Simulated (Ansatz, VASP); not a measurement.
One calculation of BP, two programs

```
B P
1.0
     0.00000    2.28274    2.24657
     2.28274    0.00000    2.24657
     2.28274    2.28274    0.00000
B P
1 1
Direct
  0.00000 0.00000 0.00000
  0.25000 0.25000 0.25000
```

Change from the starting cell: strained cell.

Alike in both runs: functional PBEsol; k mesh 8 × 8 × 8; occupations gaussian, width 0.02 eV; no spin polarisation.

Ansatz relaxed the structure, and its values are those at the end. VASP's run is a single point on that final structure, the one shown.

|  | VASP | Ansatz |
| --- | --- | --- |
| version | VASP 6.6.1 | Ansatz 0.2.0 |
| potentials or method | VASP PAW PBE potentials, release 64 (B, P), cutoff 500 eV | scalar-relativistic, plane waves, PAW |
| valence electrons in the cell | 8 | 8 |

Ansatz gave:

```
gap on the k mesh at the Fermi level (eV) : 0.93
least direct gap on the mesh (eV)         : 3.20
pressure (GPa)                            : -2.3
```

**Question.** Which values does VASP return?

**Answer.** gap on the k mesh at the Fermi level (eV): 0.93; least direct gap on the mesh (eV): 3.19; pressure (GPa): -2.2.

VASP's potentials were made for PBE, not for PBEsol, and Ansatz warns of the same on its side. The functional is the same, so the differences come from potentials, cutoffs and numerics. Ansatz's warnings: stress scf threshold loose.
